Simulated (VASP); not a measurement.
# C: single point with PBE

C:

```xyz
2
Lattice="0.0000 2.1057 3.3480 1.2157 0.0000 3.3480 1.2157 2.1057 0.0000" Properties=species:S:1:pos:R:3 pbc="T T T"
C     1.2157    0.7019    3.3480
C     1.2157    3.5095    3.3480
```

This cell differs from its parent crystal: equal xx and yy strain of -1 %.

```
Program             : VASP 6.6.1
Task                : single point
Functional          : PBE
Potentials or basis : VASP PAW PBE potentials, release 64 (C)
Cutoff              : 520 eV
k mesh              : 18 × 18 × 18
Occupations         : fermi-dirac, width 0.05 eV
Spin                : no spin polarisation
```

```yaml
Pressure: 14.0 GPa
Largest_force: 0.003 eV/Å
```

Forces on the atoms (eV/Å):
```
C    0.000  0.003  0.000
C    0.000 -0.003  0.000
```

Stress tensor (GPa, compression positive):
```
19.40  0.00  0.00
 0.00 18.89  0.00
 0.00  0.00  3.83
```

Run time: 66 s on 1 thread of Intel(R) Xeon(R) 6975P-C (Granite Rapids) (shared host), peak memory 0.24 GiB.

Caveat: the cell differs from its parent crystal (equal xx and yy strain of -1 %); the cell stands under pressure; this functional lacks dispersion, which binds the layers, so the pressure and a relaxed spacing across them are unreliable.
